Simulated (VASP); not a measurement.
# PtSe2 in VASP: single point with r2SCAN

Aim: the single point of PtSe2 with r2SCAN.

Everything below comes from runs of VASP 6.6.1. Logs are shortened: lines on timing, memory, paths and dates and some standing lists are left out, and cuts for length are marked.

**1. The cell of the first run**

The cell holds a sheet with vacuum, 9 atoms: a = 3.727 Å, b = 3.727 Å, c = 30.802 Å, α = 90.00°, β = 90.00°, γ = 120.00°.

**2. Single point, r2SCAN**

File POSCAR:

```
PtSe2
1.0
    3.7270000000      0.0000000000      0.0000000000
   -1.8635000000      3.2276766799      0.0000000000
    0.0000000000      0.0000000000     30.8022381200
Se Pt
6 3
Direct
    0.6666670000      0.3333330000      0.2921865601
    0.3333330000      0.6666670000      0.3773231099
    0.6666670000      0.3333330000      0.4574725987
    0.3333330000      0.6666670000      0.5425290362
    0.6666670000      0.3333330000      0.6226785250
    0.3333330000      0.6666670000      0.7078134399
    0.0000000000      1.0000000000      0.3350777369
    1.0000000000      0.0000000000      0.5000008175
    1.0000000000      0.0000000000      0.6649238981
```

File INCAR.step1:

```
SYSTEM = PtSe2
PREC     = Accurate       ! precision mode
ENCUT    = 520            ! plane-wave cutoff, eV
ISMEAR   = 0              ! smearing method
SIGMA    = 0.01           ! smearing width, eV
LREAL    = .FALSE.        ! projectors in reciprocal space
LASPH    = .TRUE.         ! aspherical terms in the spheres
NELM     = 100            ! most SCF steps
LDIPOL   = .TRUE.       
IDIPOL   = 3            
DIPOL    = 0.5 0.5 0.500
NBANDS   = 43             ! bands
GGA      = PE             ! functional
ALGO     = Normal         ! electronic algorithm
EDIFF    = 1E-4           ! SCF threshold, eV
LWAVE    = .TRUE.         ! write WAVECAR
LCHARG   = .FALSE.        ! write CHGCAR
```

File INCAR.step2:

```
SYSTEM = PtSe2
PREC     = Accurate       ! precision mode
ENCUT    = 520            ! plane-wave cutoff, eV
EDIFF    = 1E-7           ! SCF threshold, eV
ISMEAR   = 0              ! smearing method
SIGMA    = 0.01           ! smearing width, eV
LREAL    = .FALSE.        ! projectors in reciprocal space
LASPH    = .TRUE.         ! aspherical terms in the spheres
NELM     = 100            ! most SCF steps
ALGO     = Normal         ! electronic algorithm
ISIF     = 2              ! what is computed and relaxed
LWAVE    = .FALSE.        ! write WAVECAR
LCHARG   = .FALSE.        ! write CHGCAR
LDIPOL   = .TRUE.       
IDIPOL   = 3            
DIPOL    = 0.5 0.5 0.500
METAGGA  = R2SCAN         ! meta-GGA
LMIXTAU  = .TRUE.       
NBANDS   = 43             ! bands
ISTART   = 1
```

File KPOINTS:

```
regular mesh
0
G
  10 10 1
  0 0 0
```

Potentials or basis: VASP PAW PBE potentials, release 64 (Se, Pt).

Started as:

```sh
$ cat potpaw_PBE.64/Se/POTCAR potpaw_PBE.64/Pt/POTCAR > POTCAR
$ cp INCAR.step1 INCAR
$ mpirun -np 1 vasp_std > vasp.out
$ cp INCAR.step2 INCAR
$ mpirun -np 1 vasp_std > vasp.out
```

OUTCAR:

```text
SYSTEM = PtSe2
   PREC = Accurate
   ENCUT = 520
   EDIFF = 1E-7
   ISMEAR = 0
   LREAL = .FALSE.
   LASPH = .TRUE.
   NELM = 100
   ISIF = 2
   METAGGA = R2SCAN
   ISTART = 1

 ion  position               nearest neighbor table
   1  0.667  0.333  0.292-   7 2.52   7 2.52   7 2.52
   2  0.333  0.667  0.377-   7 2.51   7 2.51   7 2.51
   3  0.667  0.333  0.457-   8 2.52   8 2.52   8 2.52
   4  0.333  0.667  0.543-   8 2.52   8 2.52   8 2.52
   5  0.667  0.333  0.623-   9 2.51   9 2.51   9 2.51
   6  0.333  0.667  0.708-   9 2.52   9 2.52   9 2.52
   7  0.000  0.000  0.335-   2 2.51   2 2.51   2 2.51   1 2.52   1 2.52   1 2.52
   8  0.000  0.000  0.500-   4 2.52   3 2.52   4 2.52   4 2.52   3 2.52   3 2.52
   9  0.000  0.000  0.665-   5 2.51   5 2.51   5 2.51   6 2.52   6 2.52   6 2.52

  LATTYP: Found a hexagonal cell.
 ALAT       =     3.7270000000
 C/A-ratio  =     8.2646198336

  Lattice vectors:

 A1 = (   3.7270000000,   0.0000000000,   0.0000000000)
 A2 = (  -1.8635000000,   3.2276766799,   0.0000000000)
 A3 = (   0.0000000000,   0.0000000000,  30.8022381200)

Analysis of symmetry for initial positions (statically):
=====================================================================
 Subroutine PRICEL returns:
 Original cell was already a primitive cell.

 Routine SETGRP: Setting up the symmetry group for a
 hexagonal supercell.

 Subroutine GETGRP returns: Found 12 space group operations
 (whereof 12 operations were pure point group operations)
 out of a pool of 24 trial point group operations.

The static configuration has the point symmetry D_3d.

Analysis of symmetry for dynamics (positions and initial velocities):
=====================================================================
 Subroutine PRICEL returns:
 Original cell was already a primitive cell.

 Routine SETGRP: Setting up the symmetry group for a
 hexagonal supercell.

 Subroutine GETGRP returns: Found 12 space group operations
 (whereof 12 operations were pure point group operations)
 out of a pool of 24 trial point group operations.

The dynamic configuration has the point symmetry D_3d.

 Subroutine INISYM returns: Found 12 space group operations
 (whereof 12 operations are pure point group operations),
 and found     1 'primitive' translations

----------------------------------------------------------------------------------------

                                     Primitive cell

  volume of cell :     370.5371
[... 105 lines left out ...]
   EMIN   =  10.00;   EMAX   =-10.00  energy-range for DOS
   EFERMI =   0.00;   METHOD = LEGACY
   ISMEAR =     0;   SIGMA  =   0.01  broadening in eV -4-tet -1-fermi 0-gaus
   EFERMI_NEDOS =   21; number of points for ismear=-14 and -15
   IALGO  =     38    algorithm
   IMIX   =      4    mixing-type and parameters
     AMIX     =   0.40;   BMIX     =  1.00
     AMIX_MAG =   1.60;   BMIX_MAG =  1.00
  volume/ion in A,a.u.               =      41.17       277.83
  Fermi-wavevector in a.u.,A,eV,Ry     =   0.921112  1.740649 11.543816  0.848447
  Thomas-Fermi vector in A             =   2.046492
   LORBIT       =      0    0 simple, 1 ext, 2 COOP (PROOUT), +10 PAW based schemes
   METAGGA = R2SCAN    functional components
   LHFCALC =     F    Hartree Fock is set to
   AEXX    =    0.0000 exact exchange contribution
   IVDW    =     0    specifies the selected vdW correction
   LEPSILON=     F    determine dielectric tensor
   LRPA    =     F    only Hartree local field effects (RPA)
 non-spin polarized calculation
 Gauss-broadening in eV      SIGMA  =   0.01
  energy-cutoff  :      520.00
  volume of cell :      370.54
 maximum number of plane-waves:     10018
 NGX is ok and might be reduce to    28
   NGX = 13   NGY = 13   NGZ =115

 number of electron      65.9999992 magnetization

 dipolmoment           0.000000      0.000000     -0.001241 electrons x Angstroem

 Free energy of the ion-electron system (eV)
  ---------------------------------------------------
  ext. energy  EPLUGINS =         0.00000000
  ---------------------------------------------------
  free energy    TOTEN  =      -244.31679738 eV

  energy without entropy =     -244.31679738  energy(sigma->0) =     -244.31679738

 E-fermi :   0.6156     XC(G=0):  -5.8897

 val. band max:        0.5302308962   @ k =   0.0000   0.0000   0.0000
 cond. band min:       0.7679694739   @ k =   0.3000  -0.0000   0.0000
 fundamental gap:      0.2377385778
 Fermi energy:         0.6156494094

 k-point     1 :       0.0000    0.0000    0.0000
  band No.  band energies     occupation
      1     -15.4738      2.00000
      2     -15.1874      2.00000
      3     -14.9276      2.00000
      4     -13.7073      2.00000
      5     -13.2196      2.00000
      6     -12.8733      2.00000
[... 633 lines left out ...]
     42       6.7937      0.00000
     43       7.9149      0.00000

------------------------ aborting loop because EDIFF is reached ----------------------------------------

 vacuum level on the upper side and lower side of the slab       (xc-potential included)        -0.018        -0.000

  FORCE on cell =-STRESS in cart. coord.  units (eV):
  Direction    XX          YY          ZZ          XY          YZ          ZX
  --------------------------------------------------------------------------------------
  -------------------------------------------------------------------------------------
  Total        0.8324923      0.8324923      0.8918300      0.0000000      0.0000000     -0.0000000
  in kB        3.5996402      3.5996402      3.8562126      0.0000000      0.0000000     -0.0000000
  external PRESSURE =       3.6851643 kB  Pullay stress =       0.0000000 kB

 VOLUME and BASIS-vectors are now :
 -----------------------------------------------------------------------------
  energy-cutoff  :      520.00
  volume of cell :      370.54
      direct lattice vectors                 reciprocal lattice vectors
     3.727000000  0.000000000  0.000000000     0.268312316  0.154910188  0.000000000
    -1.863500000  3.227676680  0.000000000     0.000000000  0.309820375  0.000000000
     0.000000000  0.000000000 30.802238120     0.000000000  0.000000000  0.032465173

 POSITION                                       TOTAL-FORCE (eV/Angst)
 -----------------------------------------------------------------------------------
      1.86350      1.07589      9.00000         0.000000      0.000000      0.030965
     -0.00000      2.15179     11.62240         0.000000      0.000000     -0.273659
      1.86350      1.07589     14.09118        -0.000000     -0.000000      0.226645
     -0.00000      2.15179     16.71111         0.000000      0.000000     -0.226645
      1.86350      1.07589     19.17989        -0.000000      0.000000      0.273659
     -0.00000      2.15179     21.80224        -0.000000     -0.000000     -0.030965
      0.00000      0.00000     10.32114        -0.000000      0.000000      0.013347
      0.00000      0.00000     15.40114        -0.000000      0.000000     -0.000000
      0.00000      0.00000     20.48114        -0.000000      0.000000     -0.013347
 -----------------------------------------------------------------------------------
    total drift:                                0.000000     -0.000000     -0.146895

  FREE ENERGIE OF THE ION-ELECTRON SYSTEM (eV)
  ---------------------------------------------------
  free  energy   TOTEN  =      -244.3167973818 eV

  energy  without entropy=     -244.3167973818  energy(sigma->0) =     -244.31679738

 vacuum level on the upper side and lower side of the slab         5.465         5.484
```

OUTCAR.step1:

```text
SYSTEM = PtSe2
   PREC = Accurate
   ENCUT = 520
   ISMEAR = 0
   LREAL = .FALSE.
   LASPH = .TRUE.
   NELM = 100
[... 885 lines left out ...]
      0.00000      0.00000     15.40114        -0.000000      0.000000     -0.000000
      0.00000      0.00000     20.48114        -0.000000      0.000000      0.005673
 -----------------------------------------------------------------------------------
    total drift:                                0.000000     -0.000000     -0.116650

  FREE ENERGIE OF THE ION-ELECTRON SYSTEM (eV)
  ---------------------------------------------------
  free  energy   TOTEN  =       -42.7275322022 eV

  energy  without entropy=      -42.7275322022  energy(sigma->0) =      -42.72753220

 vacuum level on the upper side and lower side of the slab         5.495         5.508
```

OSZICAR.step1:

```text
N       E                     dE             d eps       ncg     rms          rms(c)
DAV:   1     0.466164687498E+03    0.46616E+03   -0.26444E+04  1212   0.126E+03
DAV:   2    -0.224666736149E+00   -0.46639E+03   -0.44144E+03  1587   0.234E+02
DAV:   3    -0.438440323968E+02   -0.43619E+02   -0.42459E+02  1426   0.750E+01
DAV:   4    -0.450999687911E+02   -0.12559E+01   -0.12417E+01  1453   0.134E+01
DAV:   5    -0.451390766004E+02   -0.39108E-01   -0.39077E-01  1509   0.220E+00    0.213E+01
DAV:   6    -0.433374215004E+02    0.18017E+01   -0.12447E+01  1320   0.237E+01    0.129E+01
DAV:   7    -0.429077662634E+02    0.42966E+00   -0.38431E+00  1285   0.142E+01    0.532E+00
DAV:   8    -0.427447172465E+02    0.16305E+00   -0.31537E-01  1384   0.388E+00    0.135E+00
DAV:   9    -0.427266396817E+02    0.18078E-01   -0.10498E-01  1386   0.202E+00    0.347E-01
DAV:  10    -0.427273655145E+02   -0.72583E-03   -0.10442E-02  1440   0.517E-01    0.266E-01
DAV:  11    -0.427275109423E+02   -0.14543E-03   -0.50416E-04  1418   0.133E-01    0.195E-01
DAV:  12    -0.427275322022E+02   -0.21260E-04   -0.78018E-04  1426   0.172E-01
   1 F= -.42727532E+02 E0= -.42727532E+02  d E =-.186979E-12
```

It took 38 min on 1 thread of Intel Xeon Platinum 8175M at 2.50GHz (Skylake/Cascade Lake), shared host; peak memory 0.58 GiB.

Results:

```
Free energy            : -244.3168 eV
Largest force          : 0.274 eV/Å
Band gap on the k mesh : 0.24 eV (least direct gap 0.97 eV)
```

Forces on the atoms (eV/Å):
```
Se   0.000  0.000  0.031
Se   0.000  0.000 -0.274
Se   0.000  0.000  0.227
Se   0.000  0.000 -0.227
Se   0.000  0.000  0.274
Se   0.000  0.000 -0.031
Pt   0.000  0.000  0.013
Pt   0.000  0.000  0.000
Pt   0.000  0.000 -0.013
```

Caveat: the PAW data sets were made with another functional, which shifts forces and pressure a little; spin-orbit coupling is left out, which moves the levels of the heavy elements.
